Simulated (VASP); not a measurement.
# Au3ClO (Pm-3m) in VASP: further runs

The runs below take Au3ClO through vibrations by perturbation theory, electric field gradients, with PBE.

Program: VASP 6.6.1. These are calculated values, not measurements. Logs are shortened: lines on timing, memory, paths and dates and some standing lists are left out, and cuts for length are marked.

## Step 1: The cell of the first run

The structure is cubic, space group Pm-3m (No. 221). Conventional cell: a = 4.555 Å, b = 4.555 Å, c = 4.555 Å, α = 90.00°, β = 90.00°, γ = 90.00°. Au (site symmetry 4/mmm) has 2 O at 2.28 Å within 3.0 Å. Within 4.2 Å of Cl (site symmetry m-3m) lie 12 Au at 3.22 Å and 8 O at 3.94 Å. O (site symmetry m-3m) has 6 Au at 2.28 Å within 3.0 Å.

## Step 2: Vibrations by perturbation theory, PBE

INCAR reads:

```
ALGO = Normal ; EDIFF = 1E-8
ENCUT = 520 ; GGA = PE
IBRION = 8 ; ISIF = 2
ISMEAR = -1 ; LASPH = T
LCHARG = T ; LREAL = F
LWAVE = F ; NELM = 100
NSW = 1 ; PREC = Accurate
SIGMA = 0.15
```

KPOINTS reads:

```
k-points
0
Gamma
  8 8 8
```

POSCAR reads:

```
Au3ClO
1.0
    4.5549719065      0.0000000000      0.0000000000
    0.0000000000      4.5549719065      0.0000000000
    0.0000000000      0.0000000000      4.5549719065
Au Cl O
3 1 1
Direct
    0.0000000000      0.5000000000      0.5000000000
    0.5000000000      0.0000000000      0.5000000000
    0.5000000000      0.5000000000      0.0000000000
    0.0000000000      0.0000000000      0.0000000000
    0.5000000000      0.5000000000      0.5000000000
```

Potentials or basis: VASP PAW PBE potentials, release 64 (Au, Cl, O).

Started as:

```
cat potpaw_PBE.64/Au/POTCAR potpaw_PBE.64/Cl/POTCAR potpaw_PBE.64/O/POTCAR > POTCAR
mpirun -np 1 vasp_std > vasp.out
```

OUTCAR:

```text
EDIFF = 1E-8
   ENCUT = 520
   GGA = PE
   IBRION = 8
   ISIF = 2
   ISMEAR = -1
   LASPH = T
   LREAL = F
   NELM = 100
   NSW = 1
   PREC = Accurate

 ion  position               nearest neighbor table
   1  0.000  0.500  0.500-   5 2.28   5 2.28   2 3.22   3 3.22   2 3.22   2 3.22   3 3.22   3 3.22
                             3 3.22   2 3.22
   2  0.500  0.000  0.500-   5 2.28   5 2.28   1 3.22   3 3.22   1 3.22   3 3.22   3 3.22   3 3.22
                             1 3.22   1 3.22
   3  0.500  0.500  0.000-   5 2.28   5 2.28   1 3.22   1 3.22   2 3.22   2 3.22   2 3.22   2 3.22
                             1 3.22   1 3.22
   4  0.000  0.000  0.000-
   5  0.500  0.500  0.500-   1 2.28   2 2.28   3 2.28   3 2.28   2 2.28   1 2.28

  LATTYP: Found a simple cubic cell.
 ALAT       =     4.5549719065

  Lattice vectors:

 A1 = (   4.5549719065,   0.0000000000,   0.0000000000)
 A2 = (   0.0000000000,   4.5549719065,   0.0000000000)
 A3 = (   0.0000000000,   0.0000000000,   4.5549719065)

Analysis of symmetry for initial positions (statically):
=====================================================================
 Subroutine PRICEL returns:
 Original cell was already a primitive cell.

 Routine SETGRP: Setting up the symmetry group for a
 simple cubic supercell.

 Subroutine GETGRP returns: Found 48 space group operations
 (whereof 48 operations were pure point group operations)
 out of a pool of 48 trial point group operations.

The static configuration has the point symmetry O_h .

Analysis of symmetry for dynamics (positions and initial velocities):
=====================================================================
 Subroutine PRICEL returns:
 Original cell was already a primitive cell.

 Routine SETGRP: Setting up the symmetry group for a
 simple cubic supercell.

 Subroutine GETGRP returns: Found 48 space group operations
 (whereof 48 operations were pure point group operations)
 out of a pool of 48 trial point group operations.

The dynamic configuration has the point symmetry O_h .

 Subroutine INISYM returns: Found 48 space group operations
 (whereof 48 operations are pure point group operations),
 and found     1 'primitive' translations

----------------------------------------------------------------------------------------

                                     Primitive cell

  volume of cell :      94.5055

  direct lattice vectors                    reciprocal lattice vectors
     4.554971906  0.000000000  0.000000000     0.219540322  0.000000000  0.000000000
     0.000000000  4.554971906  0.000000000     0.000000000  0.219540322  0.000000000
     0.000000000  0.000000000  4.554971906     0.000000000  0.000000000  0.219540322

  length of vectors
[... 150 lines left out ...]
      4       0.1372      2.00000
      5       0.1372      2.00000
      6       0.8572      2.00000
[... 709 lines left out ...]
     26       8.2922      0.00000
     27       8.9630      0.00000

 [... further k-points ...]

------------------------ aborting loop because EDIFF is reached ----------------------------------------

  FORCE on cell =-STRESS in cart. coord.  units (eV):
  Direction    XX          YY          ZZ          XY          YZ          ZX
  --------------------------------------------------------------------------------------
  -------------------------------------------------------------------------------------
  Total       -0.0826971     -0.0826971     -0.0826971     -0.0000000      0.0000000     -0.0000000
  in kB       -1.4019862     -1.4019862     -1.4019862     -0.0000000      0.0000000     -0.0000000
  external PRESSURE =      -1.4019862 kB  Pullay stress =       0.0000000 kB

 VOLUME and BASIS-vectors are now :
 -----------------------------------------------------------------------------
  energy-cutoff  :      520.00
  volume of cell :       94.51
      direct lattice vectors                 reciprocal lattice vectors
     4.554971906  0.000000000  0.000000000     0.219540322  0.000000000  0.000000000
     0.000000000  4.554971906  0.000000000     0.000000000  0.219540322  0.000000000
     0.000000000  0.000000000  4.554971906     0.000000000  0.000000000  0.219540322

 POSITION                                       TOTAL-FORCE (eV/Angst)
 -----------------------------------------------------------------------------------
      0.00000      2.27749      2.27749         0.000000      0.000000      0.000000
      2.27749      0.00000      2.27749         0.000000      0.000000      0.000000
      2.27749      2.27749      0.00000         0.000000      0.000000      0.000000
      0.00000      0.00000      0.00000         0.000000      0.000000      0.000000
      2.27749      2.27749      2.27749         0.000000      0.000000      0.000000
 -----------------------------------------------------------------------------------
    total drift:                                0.000000      0.000000      0.000000

  FREE ENERGIE OF THE ION-ELECTRON SYSTEM (eV)
  ---------------------------------------------------
  free  energy   TOTEN  =       -14.2250084212 eV

  energy  without entropy=      -14.0205000508  energy(sigma->0) =      -14.12275424

[... ionic steps 2 to 15 ...]

--------------------------------------- Ionic step       16  -------------------------------------------

 Free energy of the ion-electron system (eV)
  ---------------------------------------------------
  ---------------------------------------------------
  free energy    TOTEN  =        -0.36615705 eV

  energy without entropy =       -0.36615707

------------------------ aborting loop because EDIFF is reached ----------------------------------------

 INTERNAL STRAIN TENSOR  FOR ION    5  DIRECTION 1   (eV/Angst):
 -----------------------------------------------------------------------------
    -0.02411  0.00000  0.00000
    -0.00000 -0.00554 -0.00000
    -0.00000 -0.00000 -0.00554

 INTERNAL STRAIN TENSOR FOR ION    5 for displacements in x,y,z  (eV/Angst):
          X           Y           Z          XY          YZ          ZX
  --------------------------------------------------------------------------------
  x     0.00000     0.00000     0.00000     0.00000     0.00000     0.00000
  y     0.00000     0.00000     0.00000     0.00000     0.00000     0.00000
  z     0.00000     0.00000     0.00000     0.00000     0.00000     0.00000

 SECOND DERIVATIVES (NOT SYMMETRIZED)
 ------------------------------------
               1X          1Y          1Z          2X          2Y          2Z          3X          3Y          3Z          4X          4Y          4Z          5X          5Y          5Z
  1X    -5.923571   -0.000000    0.000000    0.416811   -0.000000    0.000000    0.416811   -0.000000    0.000000   -1.749421    0.000000    0.000000    6.839370   -0.000000    0.000000
  1Y     0.000000    0.654507    0.000000    0.000000    0.413202    0.000000    0.000000   -0.236172    0.000000    0.000000    0.640069    0.000000    0.000000   -1.471607    0.000000
  1Z     0.000000    0.000000    0.654507    0.000000    0.000000   -0.236172    0.000000    0.000000    0.413202    0.000000    0.000000    0.640069    0.000000    0.000000   -1.471607
  2X     0.413202    0.000000    0.000000    0.654507    0.000000    0.000000   -0.236172    0.000000    0.000000    0.640069    0.000000    0.000000   -1.471607    0.000000    0.000000
  2Y    -0.000000    0.416811   -0.000000   -0.000000   -5.923571    0.000000    0.000000    0.416811   -0.000000    0.000000   -1.749421   -0.000000   -0.000000    6.839370   -0.000000
  2Z     0.000000    0.000000   -0.236172    0.000000    0.000000    0.654507    0.000000    0.000000    0.413202    0.000000    0.000000    0.640069    0.000000    0.000000   -1.471607
  3X     0.413202    0.000000    0.000000   -0.236172    0.000000    0.000000    0.654507    0.000000    0.000000    0.640069    0.000000    0.000000   -1.471607    0.000000    0.000000
  3Y     0.000000   -0.236172    0.000000    0.000000    0.413202    0.000000    0.000000    0.654507    0.000000    0.000000    0.640069    0.000000    0.000000   -1.471607    0.000000
  3Z    -0.000000    0.000000    0.416811   -0.000000   -0.000000    0.416811    0.000000    0.000000   -5.923571    0.000000    0.000000   -1.749421    0.000000    0.000000    6.839370
  4X    -1.748268    0.000000    0.000000    0.647184   -0.000000   -0.000000    0.647184    0.000000   -0.000000    0.334112   -0.000000   -0.000000    0.119789    0.000000   -0.000000
  4Y    -0.000000    0.647184    0.000000    0.000000   -1.748268    0.000000    0.000000    0.647184    0.000000   -0.000000    0.334112    0.000000   -0.000000    0.119789    0.000000
  4Z     0.000000   -0.000000    0.647184   -0.000000    0.000000    0.647184   -0.000000   -0.000000   -1.748268    0.000000    0.000000    0.334112   -0.000000   -0.000000    0.119789
  5X     6.851242    0.000000   -0.000000   -1.469109   -0.000000   -0.000000   -1.469109   -0.000000   -0.000000    0.132379   -0.000000   -0.000000   -4.045402   -0.000000    0.000000
  5Y    -0.000000   -1.469109   -0.000000    0.000000    6.851242   -0.000000   -0.000000   -1.469109    0.000000   -0.000000    0.132379    0.000000   -0.000000   -4.045402    0.000000
  5Z     0.000000   -0.000000   -1.469109    0.000000    0.000000   -1.469109   -0.000000   -0.000000    6.851242    0.000000    0.000000    0.132379    0.000000    0.000000   -4.045402

 Eigenvectors and eigenvalues of the dynamical matrix
 ----------------------------------------------------

   1 f  =    8.721022 THz    54.795798 2PiTHz  290.901987 cm-1    36.067233 meV
             X         Y         Z           dx          dy          dz
      0.000000  2.277486  2.277486     0.114112   -0.076435    0.000000
      2.277486  0.000000  2.277486    -0.022825    0.382129    0.000000
      2.277486  2.277486  0.000000    -0.022825   -0.076435   -0.000000
      0.000000  0.000000  0.000000     0.012840    0.042996    0.000000
      2.277486  2.277486  2.277486    -0.260087   -0.870960    0.000000
[... 105 lines left out ...]
  15 f/i=    3.196025 THz    20.081216 2PiTHz  106.607910 cm-1    13.217690 meV
             X         Y         Z           dx          dy          dz
      0.000000  2.277486  2.277486     0.662014    0.069116    0.012445
      2.277486  0.000000  2.277486    -0.269427   -0.169826    0.012445
      2.277486  2.277486  0.000000    -0.269427    0.069116   -0.030580
      0.000000  0.000000  0.000000    -0.505061    0.129563    0.023330
      2.277486  2.277486  2.277486     0.312811   -0.080245   -0.014449

--------------------------------------------------------------------------------------------------------

 ELASTIC MODULI CONTR FROM IONIC RELAXATION (kBar)
 Direction    XX          YY          ZZ          XY          YZ          ZX
 --------------------------------------------------------------------------------
 XX           0.0000      0.0000      0.0000      0.0000      0.0000      0.0000
 YY           0.0000      0.0000      0.0000      0.0000      0.0000      0.0000
 ZZ           0.0000      0.0000      0.0000      0.0000      0.0000      0.0000
 XY           0.0000      0.0000      0.0000      0.0000      0.0000      0.0000
 YZ           0.0000      0.0000      0.0000      0.0000      0.0000      0.0000
 ZX           0.0000      0.0000      0.0000      0.0000      0.0000      0.0000
 --------------------------------------------------------------------------------
```

Run time: 8.6 min. Hardware: 1 thread of Intel Xeon 6975P-C (Granite Rapids), shared host; peak memory 0.73 GiB.

What came out:

```yaml
Highest_phonon_frequency_at_Γ_LO-TO_splitting_left_out: 291 cm⁻¹
Most_unstable_mode: 107i cm⁻¹
```

Phonon frequencies in cm⁻¹ (negative: imaginary):
```
              q point                                               frequencies
(0.000, 0.000, 0.000)  -107 -107 -107 -35 -35 -35 -1 -1 -1 23 23 23 291 291 291
```

Caveat: some modes are imaginary; spin-orbit coupling is left out, which moves the levels of the heavy elements.

## Step 3: Electric field gradients, PBE

INCAR reads:

```
SYSTEM = Au3ClO
PREC = Accurate
ENCUT = 520
EDIFF = 1E-8
ISMEAR = -1
SIGMA = 0.15
LREAL = .False.
LASPH = .True.
NELM = 100
ALGO = Normal
ISIF = 2
LWAVE = .False.
LCHARG = .False.
GGA = PE
LEFG = .True.
NBANDS = 31
```

KPOINTS reads:

```
Automatic mesh
0
Gamma
  8 8 8
  0 0 0
```

POSCAR is that of step 2.

Potentials or basis: VASP PAW PBE potentials, release 64 (Au, Cl, O).

Started as:

```
cat potpaw_PBE.64/Au/POTCAR potpaw_PBE.64/Cl/POTCAR potpaw_PBE.64/O/POTCAR > POTCAR
mpirun -np 1 vasp_std > vasp.out
```

OUTCAR:

```text
SYSTEM = Au3ClO
   PREC = Accurate
   ENCUT = 520
   EDIFF = 1E-8
   ISMEAR = -1
   LREAL = .False.
   LASPH = .True.
   NELM = 100
   ISIF = 2
   GGA = PE

 ion  position               nearest neighbor table
   1  0.000  0.500  0.500-   5 2.28   5 2.28   2 3.22   3 3.22   2 3.22   2 3.22   3 3.22   3 3.22
                             3 3.22   2 3.22
   2  0.500  0.000  0.500-   5 2.28   5 2.28   1 3.22   3 3.22   1 3.22   3 3.22   3 3.22   3 3.22
                             1 3.22   1 3.22
   3  0.500  0.500  0.000-   5 2.28   5 2.28   1 3.22   1 3.22   2 3.22   2 3.22   2 3.22   2 3.22
                             1 3.22   1 3.22
   4  0.000  0.000  0.000-
   5  0.500  0.500  0.500-   1 2.28   2 2.28   3 2.28   3 2.28   2 2.28   1 2.28

  LATTYP: Found a simple cubic cell.
 ALAT       =     4.5549719065

  Lattice vectors:

 A1 = (   4.5549719065,   0.0000000000,   0.0000000000)
 A2 = (   0.0000000000,   4.5549719065,   0.0000000000)
 A3 = (   0.0000000000,   0.0000000000,   4.5549719065)

Analysis of symmetry for initial positions (statically):
=====================================================================
 Subroutine PRICEL returns:
 Original cell was already a primitive cell.

 Routine SETGRP: Setting up the symmetry group for a
 simple cubic supercell.

 Subroutine GETGRP returns: Found 48 space group operations
 (whereof 48 operations were pure point group operations)
 out of a pool of 48 trial point group operations.

The static configuration has the point symmetry O_h .

Analysis of symmetry for dynamics (positions and initial velocities):
=====================================================================
[... 994 lines left out ...]
  -------------------------------------------------------------------------------------
  Total       -0.0827476     -0.0827476     -0.0827476      0.0000000     -0.0000000      0.0000000
  in kB       -1.4028422     -1.4028422     -1.4028422      0.0000000     -0.0000000      0.0000000
  external PRESSURE =      -1.4028422 kB  Pullay stress =       0.0000000 kB

 VOLUME and BASIS-vectors are now :
 -----------------------------------------------------------------------------
  energy-cutoff  :      520.00
  volume of cell :       94.51
      direct lattice vectors                 reciprocal lattice vectors
     4.554971906  0.000000000  0.000000000     0.219540322  0.000000000  0.000000000
     0.000000000  4.554971906  0.000000000     0.000000000  0.219540322  0.000000000
     0.000000000  0.000000000  4.554971906     0.000000000  0.000000000  0.219540322

 POSITION                                       TOTAL-FORCE (eV/Angst)
 -----------------------------------------------------------------------------------
      0.00000      2.27749      2.27749         0.000000      0.000000      0.000000
      2.27749      0.00000      2.27749         0.000000      0.000000      0.000000
      2.27749      2.27749      0.00000         0.000000      0.000000      0.000000
      0.00000      0.00000      0.00000         0.000000      0.000000      0.000000
      2.27749      2.27749      2.27749         0.000000      0.000000      0.000000
 -----------------------------------------------------------------------------------
    total drift:                                0.000000      0.000000      0.000000

  FREE ENERGIE OF THE ION-ELECTRON SYSTEM (eV)
  ---------------------------------------------------
  free  energy   TOTEN  =       -14.2250084210 eV

  energy  without entropy=      -14.0205000983  energy(sigma->0) =      -14.12275426

 Electric field gradients (V/A^2)
---------------------------------------------------------------------
 ion       V_xx      V_yy      V_zz      V_xy      V_xz      V_yz
---------------------------------------------------------------------
   1    -182.501    91.250    91.250    -0.000     0.000    -0.000
   2      91.250  -182.501    91.250     0.000    -0.000    -0.000
   3      91.250    91.250  -182.501     0.000    -0.000     0.000
   4       0.000     0.000    -0.000    -0.000     0.000     0.000
   5       0.000     0.000    -0.000     0.000    -0.000     0.000
---------------------------------------------------------------------

 Electric field gradients after diagonalization (V/A^2)
 (convention: |V_zz| > |V_xx| > |V_yy|)
----------------------------------------------------------------------
 ion       V_xx      V_yy      V_zz     asymmetry (V_yy - V_xx)/ V_zz
----------------------------------------------------------------------
   1      91.250    91.250  -182.501       0.000
   2      91.250    91.250  -182.501       0.000
   3      91.250    91.250  -182.501       0.000
   4       0.000     0.000    -0.000       0.068
   5       0.000     0.000    -0.000       0.243
----------------------------------------------------------------------

           NMR quadrupolar parameters

 Cq : quadrupolar parameter    Cq=e*Q*V_zz/h
 eta: asymmetry parameters     (V_yy - V_xx)/ V_zz
 Q  : nuclear electric quadrupole moment in mb (millibarn)
----------------------------------------------------------------------
 ion       Cq(MHz)       eta       Q (mb)
----------------------------------------------------------------------
   1      -0.441       0.000       1.000
   2      -0.441       0.000       1.000
   3      -0.441       0.000       1.000
   4      -0.000       0.068       1.000
   5      -0.000       0.243       1.000
----------------------------------------------------------------------
```

stdout:

```text
POSCAR found type information on POSCAR AuClO
 POSCAR found :  3 types and       5 ions
 scaLAPACK will be used
 LDA part: xc-table for (Slater+PW92), standard interpolation
 POSCAR, INCAR and KPOINTS ok, starting setup
 FFT: planning ... GRIDC
 FFT: planning ... GRID_SOFT
 FFT: planning ... GRID
 WAVECAR not read
 entering main loop
ion   1

ion   2

ion   3

ion   4

ion   5
```

Wall time 42 s (1 thread of Intel Xeon 6975P-C (Granite Rapids), shared host); peak memory 0.25 GiB.

What came out:

```yaml
Free_energy: -14.2250 eV
Pressure: -0.1 GPa
Band_gap_on_the_k_mesh: zero (bands 23 and 24 overlap by 1.33 eV)
Largest_electric_field_gradient_by_atom: Au -182.5; Cl +0.0; O +0.0 V/Å²
```

Electric field gradients, principal values (V/Å²):
| atom | least | middle | greatest (by size) |
| --- | --- | --- | --- |
| 1 Au | 91.250 | 91.250 | -182.501 |
| 2 Au | 91.250 | 91.250 | -182.501 |
| 3 Au | 91.250 | 91.250 | -182.501 |
| 4 Cl | 0.000 | 0.000 | 0.000 |
| 5 O | 0.000 | 0.000 | 0.000 |

Caveat: without QUAD_EFG the Cq values of the log hold for a quadrupole moment of 1 mb, not for the nuclei; spin-orbit coupling is left out, which moves the levels of the heavy elements.
